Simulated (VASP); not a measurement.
# CoO in VASP: notebook, part 3 of 3

VASP 6.6.1. Earlier steps stand in the parts before.

**6. Single point, PBE, collinear spin, antiferromagnetic start (uniaxial strain along c: +2.0 %)**

INCAR

```
SYSTEM = CoO
PREC = Accurate
ENCUT = 520
EDIFF = 1E-6
ISMEAR = 0
SIGMA = 0.01
LREAL = .False.
LASPH = .True.
NELM = 150
ALGO = Normal
ISIF = 2
LWAVE = .False.
LCHARG = .False.
ISPIN = 2
MAGMOM = -2.32 2.32 0.17 -0.17
LORBIT = 11
LMAXMIX = 4
GGA = PE
NBANDS = 27
```

KPOINTS

```
regular mesh
0
Gamma
  12 12 8
  0 0 0
```

POSCAR

```
CoO
1.0
    3.1515494457      0.0000000000      0.0000000000
   -1.5757747229      2.7293218813      0.0000000000
    0.0000000000      0.0000000000      5.3942720825
Co O
2 2
Direct
   -0.0000000007      0.0000000007      0.0082965844
    0.3333333319      0.6666666681      0.5082968113
    0.0000000089     -0.0000000089      0.3667040277
    0.3333333266      0.6666666734      0.8667035766
```

Potentials or basis: VASP PAW PBE potentials, release 64 (Co, O).

Command:

```
> cat potpaw_PBE.64/Co/POTCAR potpaw_PBE.64/O/POTCAR > POTCAR
> mpirun -np 1 vasp_std > vasp.out
```

OUTCAR:

```text
SYSTEM = CoO
   PREC = Accurate
   ENCUT = 520
   EDIFF = 1E-6
   ISMEAR = 0
   LREAL = .False.
   LASPH = .True.
   NELM = 150
   ISIF = 2
   ISPIN = 2
   LORBIT = 11
   GGA = PE

 ion  position               nearest neighbor table
   1  1.000  0.000  0.008-   3 1.93   4 1.97   4 1.97   4 1.97
   2  0.333  0.667  0.508-   4 1.93   3 1.97   3 1.97   3 1.97
   3  0.000  1.000  0.367-   1 1.93   2 1.97   2 1.97   2 1.97
   4  0.333  0.667  0.867-   2 1.93   1 1.97   1 1.97   1 1.97

  LATTYP: Found a hexagonal cell.
 ALAT       =     3.1515494457
 C/A-ratio  =     1.7116254006

  Lattice vectors:

 A1 = (   3.1515494457,   0.0000000000,   0.0000000000)
 A2 = (  -1.5757747229,   2.7293218813,   0.0000000000)
 A3 = (   0.0000000000,   0.0000000000,   5.3942720825)

Analysis of symmetry for initial positions (statically):
=====================================================================
 Subroutine PRICEL returns:
 Original cell was already a primitive cell.

 Routine SETGRP: Setting up the symmetry group for a
 hexagonal supercell.

 Subroutine GETGRP returns: Found 12 space group operations
 (whereof  6 operations were pure point group operations)
 out of a pool of 24 trial point group operations.

The static configuration has the point symmetry C_3v.
 The point group associated with its full space group is C_6v.

Analysis of symmetry for dynamics (positions and initial velocities):
=====================================================================
 Subroutine PRICEL returns:
 Original cell was already a primitive cell.

 Routine SETGRP: Setting up the symmetry group for a
 hexagonal supercell.

 Subroutine GETGRP returns: Found 12 space group operations
 (whereof  6 operations were pure point group operations)
 out of a pool of 24 trial point group operations.

The dynamic configuration has the point symmetry C_3v.
 The point group associated with its full space group is C_6v.

Analysis of structural, dynamic, and magnetic symmetry:
=====================================================================
[... 169 lines left out ...]
 cond. band min:       6.1681301778   @ k =   0.5000   0.0000   0.0000
 fundamental gap:      0.1619086394
 Fermi energy:         6.1051571479

 spin component 1

 k-point     1 :       0.0000    0.0000    0.0000
  band No.  band energies     occupation
      1     -13.7911      1.00000
      2     -13.1322      1.00000
      3      -0.9427      1.00000
      4       0.1318      1.00000
      5       0.3303      1.00000
      6       0.3303      1.00000
[... 709 lines left out ...]
     26      20.6237      0.00000
     27      21.6122      0.00000

 [... further k-points ...]

 spin component 2

 k-point     1 :       0.0000    0.0000    0.0000
  band No.  band energies     occupation
      1     -13.7911      1.00000
      2     -13.1322      1.00000
      3      -0.9427      1.00000
      4       0.1318      1.00000
      5       0.3303      1.00000
      6       0.3303      1.00000
[... 709 lines left out ...]
     26      20.6395      0.00000
     27      21.6177      0.00000

 [... further k-points ...]

------------------------ aborting loop because EDIFF is reached ----------------------------------------

  FORCE on cell =-STRESS in cart. coord.  units (eV):
  Direction    XX          YY          ZZ          XY          YZ          ZX
  --------------------------------------------------------------------------------------
  -------------------------------------------------------------------------------------
  Total       -0.1087528     -0.1087528     -1.4599203      0.0000000      0.0000000      0.0000000
  in kB       -3.7552534     -3.7552534    -50.4113103      0.0000000      0.0000000      0.0000000
  external PRESSURE =     -19.3072724 kB  Pullay stress =       0.0000000 kB

 VOLUME and BASIS-vectors are now :
 -----------------------------------------------------------------------------
  energy-cutoff  :      520.00
  volume of cell :       46.40
      direct lattice vectors                 reciprocal lattice vectors
     3.151549446  0.000000000  0.000000000     0.317304239  0.183195688  0.000000000
    -1.575774723  2.729321881  0.000000000     0.000000000  0.366391376  0.000000000
     0.000000000  0.000000000  5.394272082     0.000000000  0.000000000  0.185381824

 POSITION                                       TOTAL-FORCE (eV/Angst)
 -----------------------------------------------------------------------------------
      3.15155      0.00000      0.04475        -0.000000      0.000000      0.078399
     -0.00000      1.81955      2.74189         0.000000      0.000000      0.078399
     -1.57577      2.72932      1.97810         0.000000     -0.000000     -0.078399
     -0.00000      1.81955      4.67523        -0.000000      0.000000     -0.078399
 -----------------------------------------------------------------------------------
    total drift:                               -0.000016      0.000009      0.000458

  FREE ENERGIE OF THE ION-ELECTRON SYSTEM (eV)
  ---------------------------------------------------
  free  energy   TOTEN  =       -26.7758252898 eV

  energy  without entropy=      -26.7758252898  energy(sigma->0) =      -26.77582529

 total charge

# of ion       s       p       d       tot
------------------------------------------
    1        0.342   0.424   7.212   7.979
    2        0.342   0.424   7.212   7.979
    3        1.552   3.434   0.000   4.986
    4        1.552   3.434   0.000   4.986
--------------------------------------------------
tot          3.789   7.717  14.424  25.930

 magnetization (x)

# of ion       s       p       d       tot
------------------------------------------
    1       -0.007  -0.041  -2.244  -2.292
    2        0.007   0.041   2.244   2.292
    3        0.011   0.153   0.000   0.164
    4       -0.011  -0.153   0.000  -0.164
--------------------------------------------------
tot          0.000   0.000   0.000   0.000
```

stdout:

```text
POSCAR found type information on POSCAR CoO
 POSCAR found :  2 types and       4 ions
 scaLAPACK will be used
 LDA part: xc-table for (Slater+PW92), standard interpolation
 POSCAR, INCAR and KPOINTS ok, starting setup
 FFT: planning ... GRIDC
 FFT: planning ... GRID_SOFT
 FFT: planning ... GRID
 WAVECAR not read
 entering main loop
```

Wall time 4 min (1 thread of Oxide Virtual Turin-like, shared host); peak memory 0.26 GiB.

Results:

```
Free energy                                           : -26.7758 eV
Pressure                                              : -1.9 GPa
Largest force                                         : 0.078 eV/Å
Band gap on the k mesh                                : 0.16 eV (least direct gap 0.25 eV)
Net moment                                            : 0.00 μB per cell
Site moments                                          : Co -2.29, +2.29; O +0.16, -0.16 μB
Valence electrons inside the program's atomic spheres : Co 7.98; O 4.99
```

Forces on the atoms (eV/Å):
```
Co   0.000  0.000  0.078
Co   0.000  0.000  0.078
O    0.000  0.000 -0.078
O    0.000  0.000 -0.078
```

Stress tensor (GPa, compression positive):
```
-0.38  0.00  0.00
 0.00 -0.38  0.00
 0.00  0.00 -5.04
```

Levels at points of the mesh, in eV from the valence-band top:
Spin up:
```csv
k point,band 11,band 12,band 13,band 14,band 15,band 16,band 17,band 18,band 19,band 20
"(0.00, 0.00, 0.00)",-1.75,-0.97,-0.97,-0.05,-0.05,0.27,1.75,2.12,2.12,5.77
"(0.50, 0.00, 0.00)",-1.83,-1.75,-1.31,-0.21,-0.09,0.16,0.85,1.50,5.90,6.28
"(0.00, 0.00, 0.50)",-1.44,-0.94,-0.94,0.00,0.00,0.89,2.00,2.00,2.67,3.16
"(0.50, 0.00, 0.50)",-1.83,-1.60,-1.14,-0.40,-0.19,0.32,0.96,1.38,5.49,5.94
```
Spin down:
```tsv
k point	band 13	band 14	band 15	band 16	band 17	band 18
(0.00, 0.00, 0.00)	-0.97	-0.05	-0.05	0.27	1.75	2.12
(0.50, 0.00, 0.00)	-1.31	-0.21	-0.09	0.16	0.85	1.50
(0.00, 0.00, 0.50)	-0.94	0.00	0.00	0.89	2.00	2.00
(0.50, 0.00, 0.50)	-1.14	-0.40	-0.19	0.32	0.96	1.38
```

Caveat: the cell differs from its parent crystal (uniaxial strain along c: +2.0 %); semilocal functionals underestimate gaps, and a narrow one can read as zero. A k mesh can miss the band edges.

**7. Summary**

| cell | gap on the mesh (eV) | pressure (GPa) | moment (μB) | largest force (eV/Å) |
| --- | --- | --- | --- | --- |
| a = 3.179, b = 3.179, c = 5.236 Å, angles 90.0, 90.0, 120.0°, 4 atoms, atomic positions A | 0.14 | 0.6 | 0.00 | - |
| a = 3.072, b = 3.072, c = 5.130 Å, angles 90.0, 90.0, 120.0°, 4 atoms, atomic positions B | none | 13.6 | 0.00 | 0.01 |
| a = 3.104, b = 3.104, c = 5.183 Å, angles 90.0, 90.0, 120.0°, 4 atoms, atomic positions C | none | 8.9 | 0.00 | 0.01 |
| a = 3.131, b = 3.131, c = 5.447 Å, angles 90.0, 90.0, 120.0°, 4 atoms, atomic positions D | 0.15 | -2.0 | 0.00 | 0.01 |
| a = 3.152, b = 3.152, c = 5.394 Å, angles 90.0, 90.0, 120.0°, 4 atoms, atomic positions E | 0.16 | -1.9 | 0.00 | 0.08 |

Alike in all rows: task single point; level PBE; potentials or basis VASP PAW PBE potentials, release 64 (Co, O); spin collinear, antiferromagnetic start; k mesh 12 × 12 × 8; cutoff (eV) 520; smearing gaussian 0.01 eV.

Caveats: semilocal functionals underestimate gaps, and a narrow one can read as zero (at least some runs); the cell stands under pressure (at least some runs); semilocal functionals often make such compounds metallic where correlation or magnetic order opens a gap, which also shifts bond lengths (at least some runs); the stress differs along the axes, from -6 to 0 GPa (at least some runs).

Absolute energies hang on the potentials; compare differences alone.
